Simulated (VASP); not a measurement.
# Ta in VASP: notebook

Runs on Ta. Level: PBE. Tasks: single point.

All numbers are computed with VASP 6.6.1; they aren't measurements. Logs are shortened: lines on timing, memory, paths and dates and some standing lists are left out, and cuts for length are marked.

## Step 1: The cell of the first run

The cell holds a slab with vacuum, 6 atoms: a = 3.320 Å, b = 3.320 Å, c = 24.299 Å, α = 90.00°, β = 90.00°, γ = 90.00°.

## Step 2: Single point, PBE

INCAR reads:

```
SYSTEM = Ta
PREC = Accurate ; ENCUT = 520
EDIFF = 1E-6 ; ISMEAR = -1
SIGMA = 0.08 ; LREAL = .False.
LASPH = .True. ; NELM = 60
ALGO = Normal ; ISIF = 2
LWAVE = .False. ; LCHARG = .True.
LDIPOL = .True. ; IDIPOL = 3
DIPOL = 0.5 0.5 0.500 ; GGA = PE
LELF = .True. ; LVHAR = .True.
LVACPOTAV = .True. ; NBANDS = 42
```

KPOINTS reads:

```
Automatic mesh
0
Gamma
  12 12 1
  0 0 0
```

POSCAR reads:

```
Ta
1.0
    3.3195547167      0.0000000000      0.0000000000
    0.0000000000      3.3195547167      0.0000000000
    0.0000000000      0.0000000000     24.2989000000
Ta
6
Direct
    0.2500000000      0.2500000000      0.3292332823
    0.7500000000      0.7500000000      0.3975399694
    0.2500000000      0.2500000000      0.4658466565
    0.7500000000      0.7500000000      0.5341533435
    0.2500000000      0.2500000000      0.6024600306
    0.7500000000      0.7500000000      0.6707667177
```

Potentials or basis: VASP PAW PBE potentials, release 64 (Ta_pv).

Launch:

```bash
cat potpaw_PBE.64/Ta_pv/POTCAR > POTCAR
mpirun -np 1 vasp_std > vasp.out
```

OUTCAR:

```text
SYSTEM = Ta
   PREC = Accurate
   ENCUT = 520
   EDIFF = 1E-6
   ISMEAR = -1
   LREAL = .False.
   LASPH = .True.
   NELM = 60
   ISIF = 2
   GGA = PE

 ion  position               nearest neighbor table
   1  0.250  0.250  0.329-   2 2.87   2 2.87   2 2.87   2 2.87   3 3.32
   2  0.750  0.750  0.398-   1 2.87   3 2.87   1 2.87   3 2.87   1 2.87   3 2.87   1 2.87   3 2.87
                             4 3.32
   3  0.250  0.250  0.466-   4 2.87   4 2.87   4 2.87   4 2.87   2 2.87   2 2.87   2 2.87   2 2.87
                             5 3.32   1 3.32
   4  0.750  0.750  0.534-   3 2.87   3 2.87   3 2.87   3 2.87   5 2.87   5 2.87   5 2.87   5 2.87
                             2 3.32   6 3.32
   5  0.250  0.250  0.602-   4 2.87   6 2.87   4 2.87   6 2.87   4 2.87   6 2.87   4 2.87   6 2.87
                             3 3.32
   6  0.750  0.750  0.671-   5 2.87   5 2.87   5 2.87   5 2.87   4 3.32

  LATTYP: Found a simple tetragonal cell.
 ALAT       =     3.3195547167
 C/A-ratio  =     7.3199275426

  Lattice vectors:

 A1 = (   3.3195547167,   0.0000000000,   0.0000000000)
 A2 = (   0.0000000000,   3.3195547167,   0.0000000000)
 A3 = (   0.0000000000,   0.0000000000,  24.2989000000)

Analysis of symmetry for initial positions (statically):
=====================================================================
 Subroutine PRICEL returns:
 Original cell was already a primitive cell.

 Routine SETGRP: Setting up the symmetry group for a
 simple tetragonal supercell.

 Subroutine GETGRP returns: Found 16 space group operations
 (whereof  4 operations were pure point group operations)
 out of a pool of 16 trial point group operations.

The static configuration has the point symmetry C_2h.
 The point group associated with its full space group is D_4h.

Analysis of symmetry for dynamics (positions and initial velocities):
=====================================================================
 Subroutine PRICEL returns:
 Original cell was already a primitive cell.

 Routine SETGRP: Setting up the symmetry group for a
 simple tetragonal supercell.

 Subroutine GETGRP returns: Found 16 space group operations
 (whereof  4 operations were pure point group operations)
 out of a pool of 16 trial point group operations.

The dynamic configuration has the point symmetry C_2h.
 The point group associated with its full space group is D_4h.

 Subroutine INISYM returns: Found 16 space group operations
 (whereof  4 operations are pure point group operations),
 and found     1 'primitive' translations

----------------------------------------------------------------------------------------

                                     Primitive cell

  volume of cell :     267.7604

  direct lattice vectors                    reciprocal lattice vectors
     3.319554717  0.000000000  0.000000000     0.301245223  0.000000000  0.000000000
     0.000000000  3.319554717  0.000000000     0.000000000  0.301245223  0.000000000
     0.000000000  0.000000000 24.298900000     0.000000000  0.000000000  0.041154126

  length of vectors
     3.319554717  3.319554717 24.298900000     0.301245223  0.301245223  0.041154126

  position of ions in fractional coordinates (direct lattice)
     0.250000000  0.250000000  0.329233282
     0.750000000  0.750000000  0.397539969
     0.250000000  0.250000000  0.465846656
     0.750000000  0.750000000  0.534153344
     0.250000000  0.250000000  0.602460031
     0.750000000  0.750000000  0.670766718

  ion indices of the primitive-cell ions
   primitive index   ion index
                 1           1
                 2           2
                 3           3
                 4           4
                 5           5
                 6           6

----------------------------------------------------------------------------------------

 KPOINTS: Automatic mesh

Automatic generation of k-mesh.
 Grid dimensions read from file:
 generate k-points for:   12   12    1

 Generating k-lattice:

  Cartesian coordinates                     Fractional coordinates (reciprocal lattice)
     0.025103769  0.000000000  0.000000000     0.083333333  0.000000000  0.000000000
     0.000000000  0.025103769  0.000000000     0.000000000  0.083333333  0.000000000
     0.000000000  0.000000000  0.041154126     0.000000000  0.000000000  1.000000000

  Length of vectors
     0.025103769  0.025103769  0.041154126

  Shift w.r.t. Gamma in fractional coordinates (k-lattice)
     0.000000000  0.000000000  0.000000000

 Subroutine IBZKPT returns following result:
 ===========================================

 Found     28 irreducible k-points:

 Following reciprocal coordinates:
            Coordinates               Weight
  0.000000  0.000000  0.000000      1.000000
  0.083333  0.000000  0.000000      4.000000
  0.166667  0.000000  0.000000      4.000000
  0.250000  0.000000  0.000000      4.000000
  0.333333  0.000000  0.000000      4.000000
  0.416667  0.000000  0.000000      4.000000
[... 16 lines left out ...]
  0.333333  0.333333  0.000000      4.000000
  0.416667  0.333333  0.000000      8.000000
 [... further k-points ...]
   k-points           NKPTS =     28   k-points in BZ     NKDIM =     28   number of bands    NBANDS=     42
   number of dos      NEDOS =    301   number of ions     NIONS =      6
   total plane-waves  NPLWV = 150528
   dimension x,y,z NGX =    28 NGY =   28 NGZ =  192
   dimension x,y,z NGXF=    56 NGYF=   56 NGZF=  384
   ions per type =               6
   NGX,Y,Z   is equivalent  to a cutoff of  14.02, 14.02, 13.14 a.u.
   NGXF,Y,Z  is equivalent  to a cutoff of  28.05, 28.05, 26.27 a.u.
 SYSTEM =  Ta
   PREC   = accura    normal or accurate (medium, high low for compatibility)
   ISTART =      0    job   : 0-new  1-cont  2-samecut
   ICHARG =      2    charge: 1-file 2-atom 10-const
   ISPIN  =      1    spin polarized calculation?
   LNONCOLLINEAR =      F non collinear calculations
   LSORBIT =      F    spin-orbit coupling
   LASPH  =      T    aspherical Exc in radial PAW
   ENCUT  =  520.0 eV  38.22 Ry    6.18 a.u.   6.17  6.17 45.18*2*pi/ulx,y,z
   NELM   =     60;   NELMIN=  2; NELMDL= -5     # of ELM steps
   EDIFF  = 0.1E-05   stopping-criterion for ELM
   LREAL  =      F    real-space projection
   EDIFFG = 0.1E-04   stopping-criterion for IOM
   NSW    =      0    number of steps for IOM
   IBRION =     -1    ionic relax: 0-MD 1-quasi-New 2-CG
   NFREE  =      0    steps in history (QN), initial steepest desc. (CG)
   ISIF   =      2    stress and relaxation
   ISYM   =      2    0-nonsym 1-usesym 2-fastsym
   POTIM  = 0.5000    time-step for ionic-motion
   TEBEG  =    0.0;   TEEND  =   0.0 temperature during run
   PSTRESS=    0.0 pullay stress
   NELECT =      66.0000    total number of electrons
   NUPDOWN=      -1.0000    fix difference up-down
   EMIN   =  10.00;   EMAX   =-10.00  energy-range for DOS
   EFERMI =   0.00;   METHOD = LEGACY
   ISMEAR =    -1;   SIGMA  =   0.08  broadening in eV -4-tet -1-fermi 0-gaus
   EFERMI_NEDOS =   21; number of points for ismear=-14 and -15
   IALGO  =     38    algorithm
   IMIX   =      4    mixing-type and parameters
     AMIX     =   0.40;   BMIX     =  1.00
     AMIX_MAG =   1.60;   BMIX_MAG =  1.00
  volume/ion in A,a.u.               =      44.63       301.16
  Fermi-wavevector in a.u.,A,eV,Ry     =   1.026457  1.939722 14.335286  1.053614
  Thomas-Fermi vector in A             =   2.160351
   LORBIT       =      0    0 simple, 1 ext, 2 COOP (PROOUT), +10 PAW based schemes
   GGA     = PE    functional components
   LHFCALC =     F    Hartree Fock is set to
   AEXX    =    0.0000 exact exchange contribution
   IVDW    =     0    specifies the selected vdW correction
   LEPSILON=     F    determine dielectric tensor
   LRPA    =     F    only Hartree local field effects (RPA)
 non-spin polarized calculation
  energy-cutoff  :      520.00
  volume of cell :      267.76
 maximum number of plane-waves:      7264
 NGX is ok and might be reduce to    28
   NGX = 13   NGY = 13   NGZ = 91

 dipolmoment           0.000000      0.000000     -0.000000 electrons x Angstroem

 number of electron      65.9999994 magnetization

 dipolmoment           0.000000      0.000000      0.000000 electrons x Angstroem

 Free energy of the ion-electron system (eV)
  ---------------------------------------------------
  ext. energy  EPLUGINS =         0.00000000
  ---------------------------------------------------
  free energy    TOTEN  =       -67.20258691 eV

  energy without entropy =      -67.09040566  energy(sigma->0) =      -67.14649629

 E-fermi :   0.1285     XC(G=0):  -6.1781

 val. band max:        0.1144451038   @ k =   0.3333   0.0000   0.0000
 cond. band min:       0.1594497654   @ k =   0.4167   0.4167   0.0000
 fundamental gap:      0.0450046616
 Fermi energy:         0.1284510592

 k-point     1 :       0.0000    0.0000    0.0000
  band No.  band energies     occupation
      1     -34.7314      2.00000
      2     -34.7309      2.00000
      3     -34.5566      2.00000
      4     -34.5566      2.00000
      5     -34.5560      2.00000
      6     -34.5560      2.00000
[... 34 lines left out ...]
     41       1.7922      0.00000
     42       2.3493      0.00000

 k-point     2 :       0.0833    0.0000    0.0000
  band No.  band energies     occupation
      1     -34.7329      2.00000
      2     -34.7322      2.00000
      3     -34.5719      2.00000
      4     -34.5716      2.00000
      5     -34.5531      2.00000
      6     -34.5525      2.00000
[... 34 lines left out ...]
     41       1.9326      0.00000
     42       2.7865      0.00000

 k-point     3 :       0.1667    0.0000    0.0000
  band No.  band energies     occupation
      1     -34.7378      2.00000
      2     -34.7363      2.00000
      3     -34.6129      2.00000
      4     -34.6125      2.00000
      5     -34.5434      2.00000
      6     -34.5430      2.00000
[... 897 lines left out ...]
      4     -34.7063      2.00000
      5     -34.6645      2.00000
      6     -34.6639      2.00000
[... 34 lines left out ...]
     41       3.0347      0.00000
     42       3.7980      0.00000

 k-point    24 :       0.4167    0.3333    0.0000
  band No.  band energies     occupation
      1     -34.7449      2.00000
      2     -34.7447      2.00000
      3     -34.7280      2.00000
      4     -34.7268      2.00000
      5     -34.6618      2.00000
      6     -34.6614      2.00000
[... 34 lines left out ...]
     41       3.2503      0.00000
     42       3.7858      0.00000

 [... further k-points ...]

------------------------ aborting loop because EDIFF is reached ----------------------------------------

  FORCE on cell =-STRESS in cart. coord.  units (eV):
  Direction    XX          YY          ZZ          XY          YZ          ZX
  --------------------------------------------------------------------------------------
  -------------------------------------------------------------------------------------
  Total       -6.9338680     -6.9338680     -4.9485429      0.0000000      0.0000000      0.0000000
  in kB      -41.4896601    -41.4896601    -29.6102210      0.0000000      0.0000000      0.0000000
  external PRESSURE =     -37.5298470 kB  Pullay stress =       0.0000000 kB

 VOLUME and BASIS-vectors are now :
 -----------------------------------------------------------------------------
  energy-cutoff  :      520.00
  volume of cell :      267.76
      direct lattice vectors                 reciprocal lattice vectors
     3.319554717  0.000000000  0.000000000     0.301245223  0.000000000  0.000000000
     0.000000000  3.319554717  0.000000000     0.000000000  0.301245223  0.000000000
     0.000000000  0.000000000 24.298900000     0.000000000  0.000000000  0.041154126

 POSITION                                       TOTAL-FORCE (eV/Angst)
 -----------------------------------------------------------------------------------
      0.82989      0.82989      8.00001         0.000000      0.000000      1.413702
      2.48967      2.48967      9.65978        -0.000000      0.000000     -1.154772
      0.82989      0.82989     11.31956        -0.000000     -0.000000     -0.645336
      2.48967      2.48967     12.97934        -0.000000     -0.000000      0.645336
      0.82989      0.82989     14.63912         0.000000     -0.000000      1.154772
      2.48967      2.48967     16.29889         0.000000      0.000000     -1.413702
 -----------------------------------------------------------------------------------
    total drift:                                0.000000     -0.000000     -0.000000

  FREE ENERGIE OF THE ION-ELECTRON SYSTEM (eV)
  ---------------------------------------------------
  free  energy   TOTEN  =       -67.2025869115 eV

  energy  without entropy=      -67.0904056637  energy(sigma->0) =      -67.14649629

 vacuum level on the upper side and lower side of the slab         4.112         4.112
```

Run time: 7.3 min. Hardware: 1 thread of Intel Xeon Platinum 8488C (Sapphire Rapids), shared host; peak memory 0.5 GiB.

Results:

```yaml
Free_energy: -67.2026 eV
Largest_force: 1.414 eV/Å
Band_gap_on_the_k_mesh: zero (bands 33 and 34 overlap by 1.30 eV)
```

Forces on the atoms (eV/Å):
```
Ta   0.000  0.000  1.414
Ta   0.000  0.000 -1.155
Ta   0.000  0.000 -0.645
Ta   0.000  0.000  0.645
Ta   0.000  0.000  1.155
Ta   0.000  0.000 -1.414
```

Caveat: spin-orbit coupling is left out, which moves the levels of the heavy elements.

## Step 3: Single point, PBE

INCAR reads:

```
  PREC = Accurate
  ENCUT = 520
  EDIFF = 1E-7
  ISMEAR = -1
  SIGMA = 0.08
  LREAL = F
  LASPH = T
  NELM = 60
  ALGO = Normal
  ISIF = 2
  LWAVE = F
  LCHARG = F
  LDIPOL = T
  IDIPOL = 3
  DIPOL = 0.5 0.5 0.500
  GGA = PE
  NBANDS = 42
```

KPOINTS reads:

```
Automatic mesh
0
Gamma
  12 12 1
```

POSCAR is that of step 2.

Potentials or basis: VASP PAW PBE potentials, release 64 (Ta_pv).

Launch:

```bash
cat potpaw_PBE.64/Ta_pv/POTCAR > POTCAR
mpirun -np 1 vasp_std > vasp.out
```

OUTCAR:

```text
PREC = Accurate
   ENCUT = 520
   EDIFF = 1E-7
   ISMEAR = -1
   LREAL = F
   LASPH = T
   NELM = 60
   ISIF = 2
   GGA = PE

 ion  position               nearest neighbor table
   1  0.250  0.250  0.329-   2 2.87   2 2.87   2 2.87   2 2.87   3 3.32
   2  0.750  0.750  0.398-   1 2.87   3 2.87   1 2.87   3 2.87   1 2.87   3 2.87   1 2.87   3 2.87
                             4 3.32
   3  0.250  0.250  0.466-   4 2.87   4 2.87   4 2.87   4 2.87   2 2.87   2 2.87   2 2.87   2 2.87
                             5 3.32   1 3.32
   4  0.750  0.750  0.534-   3 2.87   3 2.87   3 2.87   3 2.87   5 2.87   5 2.87   5 2.87   5 2.87
                             2 3.32   6 3.32
   5  0.250  0.250  0.602-   4 2.87   6 2.87   4 2.87   6 2.87   4 2.87   6 2.87   4 2.87   6 2.87
                             3 3.32
   6  0.750  0.750  0.671-   5 2.87   5 2.87   5 2.87   5 2.87   4 3.32

  LATTYP: Found a simple tetragonal cell.
 ALAT       =     3.3195547167
 C/A-ratio  =     7.3199275426

  Lattice vectors:

 A1 = (   3.3195547167,   0.0000000000,   0.0000000000)
 A2 = (   0.0000000000,   3.3195547167,   0.0000000000)
 A3 = (   0.0000000000,   0.0000000000,  24.2989000000)

[... 198 lines left out ...]
      2     -34.7308      2.00000
      3     -34.5565      2.00000
      4     -34.5565      2.00000
      5     -34.5559      2.00000
      6     -34.5559      2.00000
[... 1069 lines left out ...]
     41       3.2504      0.00000
     42       3.7858      0.00000

 [... further k-points ...]

------------------------ aborting loop because EDIFF is reached ----------------------------------------

 vacuum level on the upper side and lower side of the slab       (xc-potential included)        -0.147        -0.147

  FORCE on cell =-STRESS in cart. coord.  units (eV):
  Direction    XX          YY          ZZ          XY          YZ          ZX
  --------------------------------------------------------------------------------------
  -------------------------------------------------------------------------------------
  Total       -6.9347676     -6.9347676     -4.9481769     -0.0000000      0.0000000     -0.0000000
  in kB      -41.4950430    -41.4950430    -29.6080307     -0.0000000      0.0000000     -0.0000000
  external PRESSURE =     -37.5327055 kB  Pullay stress =       0.0000000 kB

 VOLUME and BASIS-vectors are now :
 -----------------------------------------------------------------------------
  energy-cutoff  :      520.00
  volume of cell :      267.76
      direct lattice vectors                 reciprocal lattice vectors
     3.319554717  0.000000000  0.000000000     0.301245223  0.000000000  0.000000000
     0.000000000  3.319554717  0.000000000     0.000000000  0.301245223  0.000000000
     0.000000000  0.000000000 24.298900000     0.000000000  0.000000000  0.041154126

 POSITION                                       TOTAL-FORCE (eV/Angst)
 -----------------------------------------------------------------------------------
      0.82989      0.82989      8.00001        -0.000000      0.000000      1.413776
      2.48967      2.48967      9.65978        -0.000000      0.000000     -1.154619
      0.82989      0.82989     11.31956        -0.000000     -0.000000     -0.645326
      2.48967      2.48967     12.97934         0.000000      0.000000      0.645326
      0.82989      0.82989     14.63912        -0.000000     -0.000000      1.154619
      2.48967      2.48967     16.29889         0.000000      0.000000     -1.413776
 -----------------------------------------------------------------------------------
    total drift:                                0.000000     -0.000000     -0.000000

  FREE ENERGIE OF THE ION-ELECTRON SYSTEM (eV)
  ---------------------------------------------------
  free  energy   TOTEN  =       -67.2025869836 eV

  energy  without entropy=      -67.0904076362  energy(sigma->0) =      -67.14649731

 vacuum level on the upper side and lower side of the slab         3.949         3.949
```

stdout:

```text
POSCAR found type information on POSCAR Ta
 POSCAR found :  1 types and       6 ions
 scaLAPACK will be used
 LDA part: xc-table for (Slater+PW92), standard interpolation
 POSCAR, INCAR and KPOINTS ok, starting setup
 FFT: planning ... GRIDC
 FFT: planning ... GRID_SOFT
 FFT: planning ... GRID
 WAVECAR not read
 entering main loop
```

Run time: 7.2 min. Hardware: 1 thread of Intel Xeon Platinum 8488C (Sapphire Rapids), shared host; peak memory 0.5 GiB.

What came out:

```yaml
Free_energy: -67.2026 eV
Largest_force: 1.414 eV/Å
Band_gap_on_the_k_mesh: zero (bands 33 and 34 overlap by 1.30 eV)
```

Forces in eV/Å, atoms in the order of the input:
```
Ta   0.000  0.000  1.414
Ta   0.000  0.000 -1.155
Ta   0.000  0.000 -0.645
Ta   0.000  0.000  0.645
Ta   0.000  0.000  1.155
Ta   0.000  0.000 -1.414
```

Caveat: spin-orbit coupling is left out, which moves the levels of the heavy elements.
